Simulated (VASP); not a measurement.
# RbBr (Pmm2) in VASP: further runs, part 2 of 2

VASP 6.6.1. The steps go on from the part before.

### Step 3. Single point, PBE (atoms displaced along a vibrational mode, the cell strained)

Contents of INCAR:

```
PREC = Accurate ; ENCUT = 520
EDIFF = 1E-6 ; ISMEAR = 0
SIGMA = 0.05 ; LREAL = F
LASPH = T ; NELM = 80
ALGO = Normal ; ISIF = 2
LWAVE = F ; LCHARG = T
GGA = PE ; LELF = T
LVHAR = T ; NBANDS = 15
```

Contents of KPOINTS:

```
regular mesh
0
Gamma
  6 6 6
```

Contents of POSCAR:

```
RbBr
1.0
    4.2486677011      0.0000000000      0.0000000000
    0.0000000000      4.2486677011      0.0000000000
    0.0000000000      0.0000000000      4.1929021031
Rb Br
1 1
Direct
   -0.0462890878      0.0000000000      0.0000000000
    0.5495122459      0.5000000000      0.5000000000
```

Potentials or basis: VASP PAW PBE potentials, release 64 (Rb_sv, Br).

On the command line:

```
$ cat potpaw_PBE.64/Rb_sv/POTCAR potpaw_PBE.64/Br/POTCAR > POTCAR
$ mpirun -np 1 vasp_std > vasp.out
```

OUTCAR:

```text
PREC = Accurate
   ENCUT = 520
   EDIFF = 1E-6
   ISMEAR = 0
   LREAL = F
   LASPH = T
   NELM = 80
   ISIF = 2
   GGA = PE

 ion  position               nearest neighbor table
   1  0.954  0.000  0.000-   2 3.44   2 3.44   2 3.44   2 3.44   2 3.91   2 3.91   2 3.91   2 3.91

   2  0.550  0.500  0.500-   1 3.44   1 3.44   1 3.44   1 3.44   1 3.91   1 3.91   1 3.91   1 3.91

  LATTYP: Found a simple tetragonal cell.
 ALAT       =     4.2486677011
 C/A-ratio  =     0.9868745682

  Lattice vectors:

 A1 = (   4.2486677011,   0.0000000000,   0.0000000000)
 A2 = (   0.0000000000,   4.2486677011,   0.0000000000)
 A3 = (   0.0000000000,   0.0000000000,   4.1929021031)

Analysis of symmetry for initial positions (statically):
=====================================================================
 Subroutine PRICEL returns:
 Original cell was already a primitive cell.

 Routine SETGRP: Setting up the symmetry group for a
 simple tetragonal supercell.

 Subroutine GETGRP returns: Found  4 space group operations
 (whereof  4 operations were pure point group operations)
 out of a pool of 16 trial point group operations.

[... 175 lines left out ...]
      5     -10.1722      2.00000
      6      -1.2371      2.00000
      7      -1.2071      2.00000
      8      -1.1461      2.00000
      9       2.8491      0.00000
     10       4.6168      0.00000
     11       4.9331      0.00000
     12       8.6565      0.00000
     13       8.7958      0.00000
     14       8.8959      0.00000
[... 401 lines left out ...]
      2     -13.5149      2.00000
      3     -10.2368      2.00000
      4     -10.2309      2.00000
      5     -10.1549      2.00000
      6      -1.6881      2.00000
      7      -1.4613      2.00000
      8      -1.4373      2.00000
      9       4.3253      0.00000
     10       5.6114      0.00000
     11       5.7303      0.00000
     12       7.7288      0.00000
     13       7.9513      0.00000
     14       8.6106      0.00000
     15      10.4941      0.00000

 [... further k-points ...]

------------------------ aborting loop because EDIFF is reached ----------------------------------------

  FORCE on cell =-STRESS in cart. coord.  units (eV):
  Direction    XX          YY          ZZ          XY          YZ          ZX
  --------------------------------------------------------------------------------------
  -------------------------------------------------------------------------------------
  Total        0.0462512      0.1249195      0.2876573      0.0000000      0.0000000      0.0000000
  in kB        0.9790689      2.6443608      6.0892772      0.0000000      0.0000000      0.0000000
  external PRESSURE =       3.2375690 kB  Pullay stress =       0.0000000 kB

 VOLUME and BASIS-vectors are now :
 -----------------------------------------------------------------------------
  energy-cutoff  :      520.00
  volume of cell :       75.69
      direct lattice vectors                 reciprocal lattice vectors
     4.248667701  0.000000000  0.000000000     0.235367901  0.000000000  0.000000000
     0.000000000  4.248667701  0.000000000     0.000000000  0.235367901  0.000000000
     0.000000000  0.000000000  4.192902103     0.000000000  0.000000000  0.238498294

 POSITION                                       TOTAL-FORCE (eV/Angst)
 -----------------------------------------------------------------------------------
      4.05200      0.00000      0.00000         0.217205      0.000000      0.000000
      2.33469      2.12433      2.09645        -0.217205      0.000000      0.000000
 -----------------------------------------------------------------------------------
    total drift:                                0.000201     -0.000000      0.000001

  FREE ENERGIE OF THE ION-ELECTRON SYSTEM (eV)
  ---------------------------------------------------
  free  energy   TOTEN  =        -5.9603774548 eV

  energy  without entropy=       -5.9603774548  energy(sigma->0) =       -5.96037745
```

OSZICAR:

```text
N       E                     dE             d eps       ncg     rms          rms(c)
DAV:   1     0.811988969678E+02    0.81199E+02   -0.66824E+03  1920   0.914E+02
DAV:   2    -0.563408371630E+00   -0.81762E+02   -0.76018E+02  2612   0.169E+02
DAV:   3    -0.604584503078E+01   -0.54824E+01   -0.54620E+01  2660   0.440E+01
DAV:   4    -0.622066602382E+01   -0.17482E+00   -0.17480E+00  2709   0.664E+00
DAV:   5    -0.622184846260E+01   -0.11824E-02   -0.11824E-02  2762   0.564E-01    0.257E+00
DAV:   6    -0.599295239960E+01    0.22890E+00   -0.21216E-01  2473   0.239E+00    0.170E+00
DAV:   7    -0.595622475264E+01    0.36728E-01   -0.11848E-01  2571   0.187E+00    0.884E-01
DAV:   8    -0.596023530510E+01   -0.40106E-02   -0.14877E-02  2394   0.738E-01    0.136E-01
DAV:   9    -0.596017776089E+01    0.57544E-04   -0.79529E-04  2676   0.154E-01    0.691E-02
DAV:  10    -0.596037184779E+01   -0.19409E-03   -0.29019E-04  2074   0.114E-01    0.127E-02
DAV:  11    -0.596037523230E+01   -0.33845E-05   -0.12268E-05  2737   0.238E-02    0.718E-03
DAV:  12    -0.596037722860E+01   -0.19963E-05   -0.25815E-06  2192   0.118E-02    0.193E-03
DAV:  13    -0.596037745475E+01   -0.22615E-06   -0.31223E-07  2108   0.362E-03
   1 F= -.59603775E+01 E0= -.59603775E+01  d E =-.408446E-15
```

stdout:

```text
POSCAR found type information on POSCAR RbBr
 POSCAR found :  2 types and       2 ions
 scaLAPACK will be used
 LDA part: xc-table for (Slater+PW92), standard interpolation
 POSCAR, INCAR and KPOINTS ok, starting setup
 FFT: planning ... GRIDC
 FFT: planning ... GRID_SOFT
 FFT: planning ... GRID
 WAVECAR not read
 entering main loop
```

Wall time 17 s (1 thread of Intel Xeon 6975P-C (Granite Rapids), shared host); peak memory 0.22 GiB.

What came out:

| Item | Value |
| --- | --- |
| Free energy | -5.9604 eV |
| Pressure | 0.3 GPa |
| Largest force | 0.217 eV/Å |
| Band gap on the k mesh | 3.90 eV (least direct gap 4.00 eV) |

Forces on the atoms (eV/Å):
```
Rb   0.217  0.000  0.000
Br  -0.217  0.000  0.000
```

Caveat: the cell differs from its parent crystal (atoms displaced along a vibrational mode, the cell strained).

### Step 4. Single point, PBE (atoms displaced along a vibrational mode, the cell strained)

Contents of INCAR:

```
SYSTEM = RbBr
  ALGO = Normal
  EDIFF = 1E-6
  ENCUT = 520
  GGA = PE
  ISIF = 2
  ISMEAR = 0
  LASPH = .True.
  LCHARG = .False.
  LREAL = .False.
  LWAVE = .False.
  NBANDS = 15
  NELM = 80
  PREC = Accurate
  SIGMA = 0.05
```

Contents of KPOINTS:

```
k-points
0
Gamma
  6 6 6
  0 0 0
```

Contents of POSCAR:

```
RbBr
1.0
    4.3048525893      0.0000000000      0.0000000000
    0.0000000000      4.3048525893      0.0000000000
    0.0000000000      0.0000000000      4.1929021031
Rb Br
1 1
Direct
   -0.0694336317      0.0000000000      0.0000000000
    0.5742683689      0.5000000000      0.5000000000
```

Potentials or basis: VASP PAW PBE potentials, release 64 (Rb_sv, Br).

On the command line:

```
$ cat potpaw_PBE.64/Rb_sv/POTCAR potpaw_PBE.64/Br/POTCAR > POTCAR
$ mpirun -np 1 vasp_std > vasp.out
```

OUTCAR:

```text
SYSTEM = RbBr
   EDIFF = 1E-6
   ENCUT = 520
   GGA = PE
   ISIF = 2
   ISMEAR = 0
   LASPH = .True.
   LREAL = .False.
   NELM = 80
   PREC = Accurate

 ion  position               nearest neighbor table
   1  0.931  0.000  0.000-   2 3.37   2 3.37   2 3.37   2 3.37   2 4.09   2 4.09   2 4.09   2 4.09

   2  0.574  0.500  0.500-   1 3.37   1 3.37   1 3.37   1 3.37   1 4.09   1 4.09   1 4.09   1 4.09

  LATTYP: Found a simple tetragonal cell.
 ALAT       =     4.3048525893
 C/A-ratio  =     0.9739943508

  Lattice vectors:

[... 620 lines left out ...]

  FORCE on cell =-STRESS in cart. coord.  units (eV):
  Direction    XX          YY          ZZ          XY          YZ          ZX
  --------------------------------------------------------------------------------------
  -------------------------------------------------------------------------------------
  Total        0.1061798      0.2783441      0.5823862      0.0000000      0.0000000      0.0000000
  in kB        2.1893803      5.7393323     12.0085453      0.0000000      0.0000000      0.0000000
  external PRESSURE =       6.6457526 kB  Pullay stress =       0.0000000 kB

 VOLUME and BASIS-vectors are now :
 -----------------------------------------------------------------------------
  energy-cutoff  :      520.00
  volume of cell :       77.70
      direct lattice vectors                 reciprocal lattice vectors
     4.304852589  0.000000000  0.000000000     0.232295991  0.000000000  0.000000000
     0.000000000  4.304852589  0.000000000     0.000000000  0.232295991  0.000000000
     0.000000000  0.000000000  4.192902103     0.000000000  0.000000000  0.238498294

 POSITION                                       TOTAL-FORCE (eV/Angst)
 -----------------------------------------------------------------------------------
      4.00595      0.00000      0.00000         0.294380      0.000000      0.000000
      2.47214      2.15243      2.09645        -0.294380      0.000000      0.000000
 -----------------------------------------------------------------------------------
    total drift:                                0.000149      0.000000     -0.000001

  FREE ENERGIE OF THE ION-ELECTRON SYSTEM (eV)
  ---------------------------------------------------
  free  energy   TOTEN  =        -5.9112003941 eV

  energy  without entropy=       -5.9112003941  energy(sigma->0) =       -5.91120039
```

OSZICAR:

```text
N       E                     dE             d eps       ncg     rms          rms(c)
DAV:   1     0.785405371991E+02    0.78541E+02   -0.65388E+03  1920   0.905E+02
DAV:   2    -0.580923535633E+00   -0.79121E+02   -0.73721E+02  2749   0.165E+02
DAV:   3    -0.603182358301E+01   -0.54509E+01   -0.54305E+01  2703   0.437E+01
DAV:   4    -0.618774411002E+01   -0.15592E+00   -0.15589E+00  2813   0.601E+00
DAV:   5    -0.618904100851E+01   -0.12969E-02   -0.12969E-02  2804   0.516E-01    0.274E+00
DAV:   6    -0.594408873683E+01    0.24495E+00   -0.23692E-01  2522   0.249E+00    0.182E+00
DAV:   7    -0.590580869846E+01    0.38280E-01   -0.13289E-01  2627   0.195E+00    0.914E-01
DAV:   8    -0.591084644790E+01   -0.50377E-02   -0.15593E-02  2274   0.766E-01    0.126E-01
DAV:   9    -0.591093764955E+01   -0.91202E-04   -0.99154E-04  2704   0.175E-01    0.728E-02
DAV:  10    -0.591118905839E+01   -0.25141E-03   -0.32086E-04  2109   0.121E-01    0.118E-02
DAV:  11    -0.591119770604E+01   -0.86477E-05   -0.16701E-05  2679   0.281E-02    0.720E-03
DAV:  12    -0.591120002769E+01   -0.23216E-05   -0.30568E-06  2178   0.129E-02    0.242E-03
DAV:  13    -0.591120039412E+01   -0.36643E-06   -0.56481E-07  2164   0.485E-03
   1 F= -.59112004E+01 E0= -.59112004E+01  d E =-.139853E-12
```

stdout:

```text
POSCAR found type information on POSCAR RbBr
 POSCAR found :  2 types and       2 ions
 scaLAPACK will be used
 LDA part: xc-table for (Slater+PW92), standard interpolation
 POSCAR, INCAR and KPOINTS ok, starting setup
 FFT: planning ... GRIDC
 FFT: planning ... GRID_SOFT
 FFT: planning ... GRID
 WAVECAR not read
 entering main loop
```

It took 16 s on 1 thread of Intel Xeon 6975P-C (Granite Rapids), shared host; peak memory 0.22 GiB.

Results:

```
Free energy            : -5.9112 eV
Pressure               : 0.7 GPa
Largest force          : 0.294 eV/Å
Band gap on the k mesh : 3.88 eV (least direct gap 3.93 eV)
```

Forces in eV/Å, atoms in the order of the input:
```
Rb   0.294  0.000  0.000
Br  -0.294  0.000  0.000
```

Stress tensor (GPa, compression positive):
```
0.22 0.00 0.00
0.00 0.57 0.00
0.00 0.00 1.20
```

Caveat: the cell differs from its parent crystal (atoms displaced along a vibrational mode, the cell strained). A k mesh can miss the band edges.

### Step 5. Single point, PBE (atoms displaced along a vibrational mode, the cell strained)

Contents of INCAR:

```
SYSTEM = RbBr
PREC = Accurate
ENCUT = 520
EDIFF = 1E-6
ISMEAR = 0
SIGMA = 0.05
LREAL = .FALSE.
LASPH = .TRUE.
NELM = 80
ALGO = Normal
ISIF = 2
LWAVE = .FALSE.
LCHARG = .FALSE.
GGA = PE
NBANDS = 15
```

Contents of KPOINTS:

```
Automatic mesh
0
G
  6 6 6
  0 0 0
```

Contents of POSCAR:

```
RbBr
1.0
    4.3048525893      0.0000000000      0.0000000000
    0.0000000000      4.3048525893      0.0000000000
    0.0000000000      0.0000000000      4.1929021031
Rb Br
1 1
Direct
   -0.0231445439      0.0000000000      0.0000000000
    0.5247561230      0.5000000000      0.5000000000
```

On the command line:

```
$ cat potpaw_PBE.64/Rb_sv/POTCAR potpaw_PBE.64/Br/POTCAR > POTCAR
$ mpirun -np 1 vasp_std > vasp.out
```

It took 16 s on 1 thread of Intel Xeon 6975P-C (Granite Rapids), shared host; peak memory 0.22 GiB.

It converged, with:

- Free energy: -5.9867 eV
- Pressure: -0.5 GPa
- Largest force: 0.084 eV/Å
- Band gap on the k mesh: 3.72 eV (least direct gap 3.84 eV)

Forces in eV/Å, atoms in the order of the input:
```
Rb   0.084  0.000  0.000
Br  -0.084  0.000  0.000
```

Stress tensor (GPa, compression positive):
```
-0.69  0.00  0.00
 0.00 -0.68  0.00
 0.00  0.00  0.02
```

Levels at points of the mesh, in eV from the valence-band top:
| k point | band 6 | band 7 | band 8 | band 9 | band 10 | band 11 |
| --- | --- | --- | --- | --- | --- | --- |
| (0.00, 0.00, 0.00) | -0.25 | -0.24 | -0.12 | 3.72 | 5.61 | 5.69 |
| (0.50, 0.00, 0.00) | -1.52 | -0.29 | -0.16 | 6.59 | 6.70 | 7.05 |
| (0.00, 0.50, 0.00) | -1.52 | -0.28 | -0.17 | 6.56 | 6.72 | 6.97 |
| (0.50, 0.50, 0.00) | -1.00 | -0.98 | 0.00 | 5.16 | 6.18 | 7.98 |
| (0.00, 0.00, 0.50) | -1.53 | -0.28 | -0.25 | 6.59 | 6.79 | 7.13 |
| (0.50, 0.00, 0.50) | -1.02 | -0.96 | -0.10 | 5.24 | 6.01 | 7.73 |
| (0.00, 0.50, 0.50) | -1.01 | -0.96 | -0.09 | 5.24 | 6.06 | 7.71 |
| (0.50, 0.50, 0.50) | -1.18 | -1.15 | -1.15 | 7.70 | 7.73 | 7.84 |

Caveat: the cell differs from its parent crystal (atoms displaced along a vibrational mode, the cell strained). A k mesh can miss the band edges.

### Step 6. Single point, PBE (atoms displaced along a vibrational mode, the cell strained)

Contents of INCAR:

```
SYSTEM = RbBr
PREC = Accurate ; ENCUT = 520
EDIFF = 1E-7 ; ISMEAR = 0
SIGMA = 0.05 ; LREAL = .False.
LASPH = .True. ; NELM = 80
ALGO = Normal ; ISIF = 2
LWAVE = .False. ; LCHARG = .False.
GGA = PE ; NBANDS = 15
```

Contents of KPOINTS:

```
Automatic mesh
0
Gamma
  6 6 6
  0 0 0
```

Contents of POSCAR:

```
RbBr
1.0
    4.3048525893      0.0000000000      0.0000000000
    0.0000000000      4.3048525893      0.0000000000
    0.0000000000      0.0000000000      4.1929021031
Rb Br
1 1
Direct
   -0.1157227195      0.0000000000      0.0000000000
    0.6237806148      0.5000000000      0.5000000000
```

Potentials or basis: VASP PAW PBE potentials, release 64 (Rb_sv, Br).

On the command line:

```
$ cat potpaw_PBE.64/Rb_sv/POTCAR potpaw_PBE.64/Br/POTCAR > POTCAR
$ mpirun -np 1 vasp_std > vasp.out
```

Run time: 18 s. Hardware: 1 thread of Intel Xeon 6975P-C (Granite Rapids), shared host; peak memory 0.22 GiB.

It converged, with:

- Free energy: -5.7391 eV
- Pressure: 2.7 GPa
- Largest force: 0.534 eV/Å
- Band gap on the k mesh: 3.86 eV (least direct gap 3.98 eV)

Forces in eV/Å, atoms in the order of the input:
```
Rb   0.534  0.000  0.000
Br  -0.534  0.000  0.000
```

Stress tensor (GPa, compression positive):
```
1.22 0.00 0.00
0.00 3.18 0.00
0.00 0.00 3.66
```

Levels at points of the mesh, in eV from the valence-band top:
```tsv
k point	band 6	band 7	band 8	band 9	band 10	band 11
(0.00, 0.00, 0.00)	-0.33	-0.23	-0.13	3.86	5.54	7.36
(0.50, 0.00, 0.00)	-1.34	-0.22	-0.11	6.22	6.93	7.47
(0.00, 0.50, 0.00)	-1.46	-0.40	-0.05	5.93	6.28	7.59
(0.50, 0.50, 0.00)	-1.11	-0.92	-0.28	5.61	6.51	8.33
(0.00, 0.00, 0.50)	-1.48	-0.53	-0.03	6.00	6.33	7.83
(0.50, 0.00, 0.50)	-1.14	-0.89	-0.40	5.70	6.35	8.15
(0.00, 0.50, 0.50)	-0.85	-0.80	-0.07	5.67	7.25	8.09
(0.50, 0.50, 0.50)	-0.98	-0.91	-0.87	6.57	6.63	8.45
```

Caveat: the cell differs from its parent crystal (atoms displaced along a vibrational mode, the cell strained).

### Step 7. Summary

| cell | gap on the mesh (eV) | pressure (GPa) | largest force (eV/Å) |
| --- | --- | --- | --- |
| a = 4.249, b = 4.249, c = 4.193 Å, 2 atoms, atomic positions A | 3.93 | 2.1 | 0.48 |
| a = 4.249, b = 4.249, c = 4.193 Å, 2 atoms, atomic positions B | 3.90 | 0.3 | 0.22 |
| a = 4.305, b = 4.305, c = 4.193 Å, 2 atoms, atomic positions C | 3.88 | 0.7 | 0.29 |
| a = 4.305, b = 4.305, c = 4.193 Å, 2 atoms, atomic positions D | 3.72 | -0.5 | 0.08 |
| a = 4.305, b = 4.305, c = 4.193 Å, 2 atoms, atomic positions E | 3.86 | 2.7 | 0.53 |

Alike in all rows: task single point; level PBE; potentials or basis VASP PAW PBE potentials, release 64 (Rb_sv, Br); no spin polarisation; k mesh 6 × 6 × 6; cutoff (eV) 520; smearing gaussian 0.05 eV.

Absolute energies hang on the potentials; compare differences alone.
